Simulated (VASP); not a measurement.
# SiNi2 (Pnma) in VASP: a series of runs

The runs below take SiNi2 through relaxation of cell and atoms, single point, with BLYP+D3(BJ), PBE.

Everything below comes from runs of VASP 6.6.1. Logs are shortened: lines on timing, memory, paths and dates and some standing lists are left out, and cuts for length are marked.

**1. The cell of the first run**

It takes space group Pnma (No. 62, orthorhombic). Conventional cell: a = 4.990 Å, b = 3.720 Å, c = 7.030 Å, α = 90.00°, β = 90.00°, γ = 90.00°. Within 3.0 Å of Ni (site symmetry m) lie 5 Si at 2.28 to 2.71 Å and 8 Ni at 2.53 to 2.71 Å. Within 3.1 Å of Ni (site symmetry m) lie 5 Si at 2.34 to 2.57 Å and 8 Ni at 2.53 to 2.71 Å. Si (site symmetry m) has 10 Ni at 2.28 to 2.71 Å within 3.0 Å.

**2. Relaxation of cell and atoms, BLYP+D3(BJ), collinear spin, ferromagnetic start**

The input, INCAR:

```
SYSTEM = SiNi2
PREC     = Accurate       ! precision mode
ENCUT    = 600            ! plane-wave cutoff, eV
EDIFF    = 1E-6           ! SCF threshold, eV
ISMEAR   = -1             ! smearing method
SIGMA    = 0.05           ! smearing width, eV
LREAL    = .FALSE.        ! projectors in reciprocal space
LASPH    = .TRUE.         ! aspherical terms in the spheres
NELM     = 150            ! most SCF steps
ALGO     = Normal         ! electronic algorithm
ISIF     = 3              ! what is computed and relaxed
LWAVE    = .FALSE.        ! write WAVECAR
LCHARG   = .FALSE.        ! write CHGCAR
ISPIN    = 2              ! spin polarisation
MAGMOM   = 1 1 1 1 1 1 1 1 0 0 0 0 ! initial moments
LORBIT   = 11             ! projections on sites
LMAXMIX  = 4              ! l up to which the mixer works
GGA      = B5             ! functional
ALDAX    = 1.0          
AGGAX    = 1.0          
AGGAC    = 1.0          
ALDAC    = 0.0          
IVDW     = 12             ! dispersion correction
VDW_S6   = 1.0          
VDW_S8   = 2.6996       
VDW_A1   = 0.4298       
VDW_A2   = 4.2359       
IBRION   = 2              ! ionic algorithm
NSW      = 60             ! ionic steps
EDIFFG   = -0.01          ! ionic threshold
KPAR     = 4
```

The input, KPOINTS:

```
regular mesh
0
G
  6 7 4
  0 0 0
```

The input, POSCAR:

```
SiNi2
1.0
    4.9900000000      0.0000000000      0.0000000000
    0.0000000000      3.7200000000      0.0000000000
    0.0000000000      0.0000000000      7.0300000000
Ni Si
8 4
Direct
    0.3250000000      0.7500000000      0.9370000000
    0.6750000000      0.2500000000      0.0630000000
    0.1750000000      0.2500000000      0.4370000000
    0.8250000000      0.7500000000      0.5630000000
    0.4580000000      0.7500000000      0.2970000000
    0.5420000000      0.2500000000      0.7030000000
    0.0420000000      0.2500000000      0.7970000000
    0.9580000000      0.7500000000      0.2030000000
    0.7860000000      0.7500000000      0.8860000000
    0.2140000000      0.2500000000      0.1140000000
    0.7140000000      0.2500000000      0.3860000000
    0.2860000000      0.7500000000      0.6140000000
```

Potentials or basis: VASP PAW PBE potentials, release 64 (Ni, Si).

Launch:

```console
cat potpaw_PBE.64/Ni/POTCAR potpaw_PBE.64/Si/POTCAR > POTCAR
mpirun -np 4 vasp_std > vasp.out
```

OUTCAR:

```text
SYSTEM = SiNi2
   PREC = Accurate
   ENCUT = 600
   EDIFF = 1E-6
   ISMEAR = -1
   LREAL = .FALSE.
   LASPH = .TRUE.
   NELM = 150
   ISIF = 3
   ISPIN = 2
   LORBIT = 11
   GGA = B5
   IVDW = 12
   IBRION = 2
   NSW = 60
   EDIFFG = -0.01
 IVDW          = 12

 ion  position               nearest neighbor table
   1  0.325  0.750  0.937-  12 2.28  10 2.31  10 2.31   9 2.33   7 2.53   7 2.53   5 2.62   8 2.62
                             2 2.70   2 2.70   6 2.71   6 2.71   9 2.71
   2  0.675  0.250  0.063-  11 2.28   9 2.31   9 2.31  10 2.33   8 2.53   8 2.53   6 2.62   7 2.62
                             1 2.70   1 2.70   5 2.71   5 2.71  10 2.71
   3  0.175  0.250  0.437-  10 2.28  12 2.31  12 2.31  11 2.33   5 2.53   5 2.53   7 2.62   6 2.62
                             4 2.70   4 2.70   8 2.71   8 2.71  11 2.71
   4  0.825  0.750  0.563-   9 2.28  11 2.31  11 2.31  12 2.33   6 2.53   6 2.53   8 2.62   5 2.62
                             3 2.70   3 2.70   7 2.71   7 2.71  12 2.71
   5  0.458  0.750  0.297-  11 2.34  11 2.34  12 2.39   3 2.53   3 2.53  10 2.57  10 2.57   8 2.58
                             8 2.58   1 2.62   4 2.62   2 2.71   2 2.71
   6  0.542  0.250  0.703-  12 2.34  12 2.34  11 2.39   4 2.53   4 2.53   9 2.57   9 2.57   7 2.58
                             7 2.58   2 2.62   3 2.62   1 2.71   1 2.71
   7  0.042  0.250  0.797-   9 2.34   9 2.34  10 2.39   1 2.53   1 2.53  12 2.57  12 2.57   6 2.58
                             6 2.58   3 2.62   2 2.62   4 2.71   4 2.71
   8  0.958  0.750  0.203-  10 2.34  10 2.34   9 2.39   2 2.53   2 2.53  11 2.57  11 2.57   5 2.58
                             5 2.58   4 2.62   1 2.62   3 2.71   3 2.71
   9  0.786  0.750  0.886-   4 2.28   2 2.31   2 2.31   1 2.33   7 2.34   7 2.34   8 2.39   6 2.57
                             6 2.57   1 2.71  12 3.14  12 3.14
  10  0.214  0.250  0.114-   3 2.28   1 2.31   1 2.31   2 2.33   8 2.34   8 2.34   7 2.39   5 2.57
                             5 2.57   2 2.71  11 3.14  11 3.14
  11  0.714  0.250  0.386-   2 2.28   4 2.31   4 2.31   3 2.33   5 2.34   5 2.34   6 2.39   8 2.57
                             8 2.57   3 2.71  10 3.14  10 3.14
  12  0.286  0.750  0.614-   1 2.28   3 2.31   3 2.31   4 2.33   6 2.34   6 2.34   5 2.39   7 2.57
                             7 2.57   4 2.71   9 3.14   9 3.14

  LATTYP: Found a simple orthorhombic cell.
 ALAT       =     3.7200000000
 B/A-ratio  =     1.3413978495
 C/A-ratio  =     1.8897849462

  Lattice vectors:

 A1 = (   0.0000000000,  -3.7200000000,   0.0000000000)
 A2 = (   4.9900000000,   0.0000000000,   0.0000000000)
 A3 = (   0.0000000000,   0.0000000000,   7.0300000000)

Analysis of symmetry for initial positions (statically):
=====================================================================
 Subroutine PRICEL returns:
 Original cell was already a primitive cell.

 Routine SETGRP: Setting up the symmetry group for a
 simple orthorhombic supercell.

 Subroutine GETGRP returns: Found  8 space group operations
 (whereof  2 operations were pure point group operations)
 out of a pool of  8 trial point group operations.

The static configuration has the point symmetry S_2 .
 The point group associated with its full space group is D_2h.

Analysis of symmetry for dynamics (positions and initial velocities):
=====================================================================
 Subroutine PRICEL returns:
 Original cell was already a primitive cell.

 Routine SETGRP: Setting up the symmetry group for a
 simple orthorhombic supercell.

 Subroutine GETGRP returns: Found  8 space group operations
 (whereof  2 operations were pure point group operations)
 out of a pool of  8 trial point group operations.

The dynamic configuration has the point symmetry S_2 .
 The point group associated with its full space group is D_2h.

Analysis of structural, dynamic, and magnetic symmetry:
=====================================================================
 Subroutine PRICEL returns:
 Original cell was already a primitive cell.

 Routine SETGRP: Setting up the symmetry group for a
 simple orthorhombic supercell.

 Subroutine GETGRP returns: Found  8 space group operations
 (whereof  2 operations were pure point group operations)
 out of a pool of  8 trial point group operations.

The overall configuration has the point symmetry S_2 .
 The point group associated with its full space group is D_2h.

 Subroutine INISYM returns: Found  8 space group operations
 (whereof  2 operations are pure point group operations),
 and found     1 'primitive' translations

----------------------------------------------------------------------------------------

                                     Primitive cell

  volume of cell :     130.4965

  direct lattice vectors                    reciprocal lattice vectors
     4.990000000  0.000000000  0.000000000     0.200400802  0.000000000  0.000000000
     0.000000000  3.720000000  0.000000000     0.000000000  0.268817204  0.000000000
[... 98 lines left out ...]
   ICHARG =      2    charge: 1-file 2-atom 10-const
   ISPIN  =      2    spin polarized calculation?
   LNONCOLLINEAR =      F non collinear calculations
   LSORBIT =      F    spin-orbit coupling
   LASPH  =      T    aspherical Exc in radial PAW
   ENCUT  =  600.0 eV  44.10 Ry    6.64 a.u.   9.97  7.43 14.04*2*pi/ulx,y,z
   NELM   =    150;   NELMIN=  2; NELMDL= -5     # of ELM steps
   EDIFF  = 0.1E-05   stopping-criterion for ELM
   LREAL  =      F    real-space projection
   EDIFFG = -.1E-01   stopping-criterion for IOM
   NSW    =     60    number of steps for IOM
   IBRION =      2    ionic relax: 0-MD 1-quasi-New 2-CG
   NFREE  =      1    steps in history (QN), initial steepest desc. (CG)
   ISIF   =      3    stress and relaxation
   ISYM   =      2    0-nonsym 1-usesym 2-fastsym
   POTIM  = 0.5000    time-step for ionic-motion
   TEBEG  =    0.0;   TEEND  =   0.0 temperature during run
   PSTRESS=    0.0 pullay stress
   NELECT =      96.0000    total number of electrons
   NUPDOWN=      -1.0000    fix difference up-down
   EMIN   =  10.00;   EMAX   =-10.00  energy-range for DOS
   EFERMI =   0.00;   METHOD = LEGACY
   ISMEAR =    -1;   SIGMA  =   0.05  broadening in eV -4-tet -1-fermi 0-gaus
   EFERMI_NEDOS =   21; number of points for ismear=-14 and -15
   IALGO  =     38    algorithm
   IMIX   =      4    mixing-type and parameters
     AMIX     =   0.40;   BMIX     =  1.00
     AMIX_MAG =   1.60;   BMIX_MAG =  1.00
  volume/ion in A,a.u.               =      10.87        73.39
  Fermi-wavevector in a.u.,A,eV,Ry     =   1.477857  2.792744 29.715943  2.184060
  Thomas-Fermi vector in A             =   2.592209
   LORBIT       =     11    0 simple, 1 ext, 2 COOP (PROOUT), +10 PAW based schemes
   GGA     = B5    functional components
   LHFCALC =     F    Hartree Fock is set to
   AEXX    =    0.0000 exact exchange contribution
   IVDW    =    12    specifies the selected vdW correction
   LEPSILON=     F    determine dielectric tensor
   LRPA    =     F    only Hartree local field effects (RPA)
 conjugate gradient relaxation of ions
 spin polarized calculation
  energy-cutoff  :      600.00
  volume of cell :      130.50
 maximum number of plane-waves:      4377
 NGX is ok and might be reduce to    40
   NGX = 19   NGY = 15   NGZ = 29

--------------------------------------- Ionic step        1  -------------------------------------------

 number of electron      95.9999968 magnetization       0.0002102

 number of electron      95.9999968 magnetization      -0.0006325

 Free energy of the ion-electron system (eV)
  ---------------------------------------------------
  ext. energy  EPLUGINS =         0.00000000
  ---------------------------------------------------
  free energy    TOTEN  =       -59.67760011 eV

  energy without entropy =      -59.62707466  energy(sigma->0) =      -59.65233738

------------------------ aborting loop because EDIFF is reached ----------------------------------------

 Edisp (eV)  -13.48290

 E8    (eV) :    -9.7870
[... 143 lines left out ...]
  FREE ENERGIE OF THE ION-ELECTRON SYSTEM (eV)
  ---------------------------------------------------
  free  energy   TOTEN  =       -73.2059464996 eV

  energy  without entropy=      -73.1563324287  energy(sigma->0) =      -73.18113946

[... ionic steps 4 to 21 ...]

--------------------------------------- Ionic step       22  -------------------------------------------

 number of electron      96.0000011 magnetization       0.0000002

 number of electron      96.0000011 magnetization      -0.0000001
[... 101 lines left out ...]
 number of electron      96.0000009 magnetization      -0.0000000

 number of electron      96.0000009 magnetization       0.0000000

 Free energy of the ion-electron system (eV)
  ---------------------------------------------------
  ext. energy  EPLUGINS =         0.00000000
  ---------------------------------------------------
  free energy    TOTEN  =       -59.54618042 eV

  energy without entropy =      -59.50155894  energy(sigma->0) =      -59.52386968

 E-fermi :  11.8936     XC(G=0): -12.4047

 val. band max:       11.8814097845   @ k =   0.1667   0.2857   0.5000
 cond. band min:      11.9104031460   @ k =   0.1667   0.2857   0.2500
 fundamental gap:      0.0289933615
 Fermi energy:        11.8935781988

 spin component 1

 k-point     1 :       0.0000    0.0000    0.0000
  band No.  band energies     occupation
      1      -0.7956      1.00000
      2       1.8499      1.00000
      3       1.8581      1.00000
      4       3.4551      1.00000
      5       5.1738      1.00000
      6       5.6277      1.00000
[... 1501 lines left out ...]
     59      17.6278      0.00000
     60      17.6278      0.00000

 [... further k-points ...]

 spin component 2

 k-point     1 :       0.0000    0.0000    0.0000
  band No.  band energies     occupation
      1      -0.7956      1.00000
      2       1.8499      1.00000
      3       1.8581      1.00000
      4       3.4551      1.00000
      5       5.1738      1.00000
      6       5.6277      1.00000
[... 1501 lines left out ...]
     59      17.6278      0.00000
     60      17.6278      0.00000

 [... further k-points ...]

 [bands above 60 left out]

------------------------ aborting loop because EDIFF is reached ----------------------------------------

 Edisp (eV)  -13.68244

 E8    (eV) :    -9.9334
[... 35 lines left out ...]
  FREE ENERGIE OF THE ION-ELECTRON SYSTEM (eV)
  ---------------------------------------------------
  free  energy   TOTEN  =       -73.2286185771 eV

  energy  without entropy=      -73.1839971024  energy(sigma->0) =      -73.20630784

 reached required accuracy - stopping structural energy minimisation

 total charge

# of ion       s       p       d       tot
------------------------------------------
    1        0.497   0.617   8.544   9.658
    2        0.497   0.617   8.544   9.658
    3        0.497   0.617   8.544   9.658
    4        0.497   0.617   8.544   9.658
    5        0.451   0.553   8.526   9.530
    6        0.451   0.553   8.526   9.530
    7        0.451   0.553   8.526   9.530
    8        0.451   0.553   8.526   9.530
    9        0.744   0.919   0.000   1.663
   10        0.744   0.919   0.000   1.663
   11        0.744   0.919   0.000   1.663
   12        0.744   0.919   0.000   1.663
--------------------------------------------------
tot          6.764   8.357  68.282  83.403

 magnetization (x)

# of ion       s       p       d       tot
------------------------------------------
    1        0.000  -0.000   0.000   0.000
    2        0.000  -0.000   0.000   0.000
    3        0.000  -0.000   0.000   0.000
    4        0.000  -0.000   0.000   0.000
    5       -0.000  -0.000  -0.000  -0.000
    6       -0.000  -0.000  -0.000  -0.000
    7       -0.000  -0.000  -0.000  -0.000
    8       -0.000  -0.000  -0.000  -0.000
    9       -0.000  -0.000   0.000  -0.000
   10       -0.000  -0.000   0.000  -0.000
   11       -0.000  -0.000   0.000  -0.000
   12       -0.000  -0.000   0.000  -0.000
--------------------------------------------------
tot         -0.000  -0.000   0.000   0.000
```

Run time: 34 min. Hardware: 4 MPI ranks of Intel Xeon 6975P-C (Granite Rapids), shared host; peak memory 0.77 GiB.

Results:

```yaml
Free_energy: -73.2286 eV
Relaxed_volume: 10.72 Å³/atom
Relaxed_cell: a = 5.051 Å, b = 3.665 Å, c = 6.952 Å, α = 90.00°, β = 90.00°, γ = 90.00°
Space_group_after_relaxing_to_0.1_Å: Pnma (No. 62)
Energy_gained_by_relaxing: 5.7 meV/atom
Ionic_steps: 24
Pressure_after_relaxing: -0.1 GPa
Largest_force_after_relaxing: 0.006 eV/Å
Band_gap_on_the_k_mesh: zero (filled and empty bands overlap)
Net_moment: 0.00 μB per cell
Valence_electrons_inside_the_program's_atomic_spheres: Ni 9.66, 9.53 (each value once); Si 1.66
Dispersion_energy_per_atom: -1.140 eV
```

Forces in eV/Å, atoms in the order of the input:
```
Ni  -0.003  0.000  0.001
Ni   0.003  0.000 -0.001
Ni   0.003  0.000  0.001
Ni  -0.003  0.000 -0.001
Ni   0.004  0.000  0.005
Ni  -0.004  0.000 -0.005
Ni  -0.004  0.000  0.005
Ni   0.004  0.000 -0.005
Si  -0.003  0.000 -0.002
Si   0.003  0.000  0.002
Si   0.003  0.000 -0.002
Si  -0.003  0.000  0.002
```

The path:
| step | energy change (eV) | largest force (eV/Å) | pressure (GPa) | volume (Å³) |
| --- | --- | --- | --- | --- |
| 1 | 0.0000 | 0.3685 | -3.82 | 130.50 |
| 2 | -0.0231 | 0.1481 | 4.11 | 125.66 |
| 3 | -0.0455 | 0.2446 | 0.64 | 127.61 |
| 4 | -0.0558 | 0.0861 | 0.21 | 127.88 |
| 5 | -0.0569 | 0.0722 | 0.02 | 128.01 |
| 6 | -0.0599 | 0.0668 | -0.13 | 128.10 |
| 7 | -0.0610 | 0.0737 | -0.17 | 128.18 |
| 8 | -0.0610 | 0.0766 | -0.09 | 128.20 |
| 9 | -0.0630 | 0.0509 | 0.02 | 128.12 |
| 10 | -0.0636 | 0.0795 | 0.85 | 127.89 |
| 11 | -0.0644 | 0.0598 | 0.55 | 127.99 |
| 12 | -0.0655 | 0.0576 | 0.32 | 128.23 |
| 13 | -0.0660 | 0.0546 | -0.17 | 128.70 |
| 14 | -0.0666 | 0.0410 | -0.32 | 128.70 |
| 15 | -0.0670 | 0.0344 | -0.26 | 128.70 |
| 16 | -0.0670 | 0.0647 | -0.12 | 128.69 |
| 17 | -0.0672 | 0.0479 | -0.17 | 128.69 |
| 18 | -0.0677 | 0.0297 | 0.17 | 128.51 |
| 19 | -0.0677 | 0.0270 | 0.12 | 128.49 |
| 20 | -0.0677 | 0.0222 | 0.18 | 128.44 |
| 21 | -0.0680 | 0.0149 | 0.12 | 128.56 |
| 22 | -0.0680 | 0.0174 | 0.03 | 128.62 |
| 23 | -0.0680 | 0.0184 | 0.01 | 128.64 |
| 24 | -0.0681 | 0.0060 | -0.09 | 128.69 |

Final structure:
```
CELL_PARAMETERS angstrom
5.05079 0.00000 0.00000
0.00000 3.66488 0.00000
0.00000 0.00000 6.95222
ATOMIC_POSITIONS crystal
Ni 0.33476 0.75000 0.93923
Ni 0.66524 0.25000 0.06077
Ni 0.16524 0.25000 0.43923
Ni 0.83476 0.75000 0.56077
Ni 0.45979 0.75000 0.30110
Ni 0.54021 0.25000 0.69890
Ni 0.04021 0.25000 0.80110
Ni 0.95979 0.75000 0.19890
Si 0.78062 0.75000 0.88407
Si 0.21938 0.25000 0.11593
Si 0.71938 0.25000 0.38407
Si 0.28062 0.75000 0.61593
```

Caveat: the dispersion term is far too large for a dense solid, which distorts pressure and volume; the moments typed at the start vanished in this run; the PAW data sets were made with another functional, which shifts forces and pressure a little.

[end of part 1 of 2]

The gap in the log of VASP goes by the Fermi energy; the results here count the filled bands.